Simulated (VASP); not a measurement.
# B in VASP: notebook, part 2 of 2

VASP 6.6.1. The steps go on from the part before.

### Step 3. Relaxation of cell and atoms, PBE

This run uses another cell than the first one, of 6.72 Å³/atom, 1.003 times its volume.

Contents of INCAR:

```
  PREC = Accurate
  ENCUT = 600
  EDIFF = 1E-6
  ISMEAR = 0
  SIGMA = 0.1
  LREAL = F
  LASPH = T
  NELM = 100
  ALGO = Normal
  ISIF = 3
  LWAVE = F
  LCHARG = F
  GGA = PE
  IBRION = 2
  NSW = 100
  EDIFFG = -0.01
```

Contents of KPOINTS:

```
regular mesh
0
Gamma
  28 28 28
```

Contents of POSCAR:

```
B
1.0
    1.8866147319      0.0000000000      0.0000000000
    0.0000000000      1.8866147319      0.0000000000
    0.0000000000      0.0000000000      1.8866147319
B
1
Direct
    0.5000000000      0.5000000000      0.5000000000
```

Potentials or basis: VASP PAW PBE potentials, release 64 (B).

Run with:

```
cat potpaw_PBE.64/B/POTCAR > POTCAR
mpirun -np 1 vasp_std > vasp.out
```

Wall time 8.3 s (1 thread of Intel Xeon Platinum 8375C at 2.90GHz (Ice Lake), shared host); peak memory 0.13 GiB.

The run converged. Its results:

| Property | Result |
| --- | --- |
| Free energy | -5.6097 eV |
| Relaxed volume | 6.69 Å³/atom |
| Relaxed cell | a = 1.884 Å, b = 1.884 Å, c = 1.884 Å, α = 90.00°, β = 90.00°, γ = 90.00° |
| Space group after relaxing (to 0.05 Å) | Pm-3m (No. 221) |
| Energy gained by relaxing | 0.0 meV/atom |
| Ionic steps | 2 |
| Pressure after relaxing | 0.2 GPa |

Final structure:
```cif
data_structure
_symmetry_space_group_name_H-M 'P 1'
_symmetry_Int_Tables_number 1
_cell_length_a 1.8844
_cell_length_b 1.8844
_cell_length_c 1.8844
_cell_angle_alpha 90.000
_cell_angle_beta 90.000
_cell_angle_gamma 90.000
_cell_volume 6.69
loop_
_atom_site_label
_atom_site_type_symbol
_atom_site_fract_x
_atom_site_fract_y
_atom_site_fract_z
_atom_site_occupancy
B1 B 0.50000 0.50000 0.50000 1
```

Levels at points of the mesh, in eV from the Fermi level:
```tsv
k point	band 1	band 2	band 3	band 4	band 5
(0.00, 0.00, 0.00)	-15.80	13.61	13.61	13.61	24.04
(0.50, 0.00, 0.00)	-8.25	-6.23	17.49	17.49	29.98
(0.50, 0.50, 0.00)	-1.96	-1.96	4.29	8.15	20.65
(0.50, 0.50, 0.50)	3.41	3.41	3.41	16.58	16.58
```

### Step 4. Single point, PBE

This run uses another cell than the first one: it holds 3 atoms, not 1.

Contents of INCAR:

```
PREC = Accurate
ENCUT = 520
EDIFF = 1E-7
ISMEAR = 0
SIGMA = 0.1
LREAL = F
LASPH = T
NELM = 100
ALGO = Normal
ISIF = 2
LWAVE = F
LCHARG = F
GGA = PE
NBANDS = 12
```

Contents of KPOINTS:

```
Automatic mesh
0
Gamma
  9 9 6
```

Contents of POSCAR:

```
B
1.0
    2.6289307549      0.0000000000      0.0000000000
   -1.3144653774      2.2767208185      0.0000000000
    0.0000000000      0.0000000000      3.3542755140
B
3
Direct
    0.3333963123      0.0000000000      0.3333333333
    0.0000000000      0.3333963123      0.6666666667
    0.6666036877      0.6666036877      0.0000000000
```

Potentials or basis: VASP PAW PBE potentials, release 64 (B).

Run with:

```
cat potpaw_PBE.64/B/POTCAR > POTCAR
mpirun -np 1 vasp_std > vasp.out
```

OUTCAR:

```text
PREC = Accurate
   ENCUT = 520
   EDIFF = 1E-7
   ISMEAR = 0
   LREAL = F
   LASPH = T
   NELM = 100
   ISIF = 2
   GGA = PE

 ion  position               nearest neighbor table
   1  0.333  0.000  0.333-   3 1.89   3 1.89   2 1.89   2 1.89   3 1.89   2 1.89
   2  0.000  0.333  0.667-   3 1.89   3 1.89   1 1.89   1 1.89   3 1.89   1 1.89
   3  0.667  0.667  0.000-   1 1.89   1 1.89   2 1.89   2 1.89   2 1.89   1 1.89

  LATTYP: Found a hexagonal cell.
[... 557 lines left out ...]

  FORCE on cell =-STRESS in cart. coord.  units (eV):
  Direction    XX          YY          ZZ          XY          YZ          ZX
  --------------------------------------------------------------------------------------
  -------------------------------------------------------------------------------------
  Total       -0.0346572     -0.0346572      0.0353042     -0.0000000     -0.0000000      0.0000000
  in kB       -2.7657703     -2.7657703      2.8174026     -0.0000000     -0.0000000      0.0000000
  external PRESSURE =      -0.9047127 kB  Pullay stress =       0.0000000 kB

 VOLUME and BASIS-vectors are now :
 -----------------------------------------------------------------------------
  energy-cutoff  :      520.00
  volume of cell :       20.08
      direct lattice vectors                 reciprocal lattice vectors
     2.628930755  0.000000000  0.000000000     0.380382784  0.219614103  0.000000000
    -1.314465377  2.276720818  0.000000000     0.000000000  0.439228206  0.000000000
     0.000000000  0.000000000  3.354275514     0.000000000  0.000000000  0.298126971

 POSITION                                       TOTAL-FORCE (eV/Angst)
 -----------------------------------------------------------------------------------
      0.87648      0.00000      1.11809        -0.000154      0.000000      0.000000
     -0.43824      0.75905      2.23618         0.000077     -0.000133     -0.000000
      0.87623      1.51767      0.00000         0.000077      0.000133     -0.000000
 -----------------------------------------------------------------------------------
    total drift:                               -0.000000     -0.000000      0.000000

  FREE ENERGIE OF THE ION-ELECTRON SYSTEM (eV)
  ---------------------------------------------------
  free  energy   TOTEN  =       -16.8385059011 eV

  energy  without entropy=      -16.8338330814  energy(sigma->0) =      -16.83616949
```

Run time: 18 s. Hardware: 1 thread of Intel Xeon 8259CL, shared host; peak memory 0.13 GiB.

Results:

* Free energy: -16.8385 eV
* Pressure: -0.1 GPa

### Step 5. The runs side by side

| task | cell | k mesh | cutoff (eV) | gap on the mesh (eV) | pressure (GPa) |
| --- | --- | --- | --- | --- | --- |
| single point | a = 1.885 Å, 1 atom | 28 × 28 × 28 | 520 | none | 0.1 |
| relaxation of cell and atoms | relaxed from a = 1.887 Å, 1 atom | 28 × 28 × 28 | 600 | none | 0.2 |
| single point | a = 2.629, b = 2.629, c = 3.354 Å, angles 90.0, 90.0, 120.0°, 3 atoms | 9 × 9 × 6 | 520 | none | -0.1 |

Alike in all rows: level PBE; potentials or basis VASP PAW PBE potentials, release 64 (B); no spin polarisation; smearing gaussian 0.1 eV.

Total energies depend on the potentials used, so only differences within one code and one set of settings carry meaning.
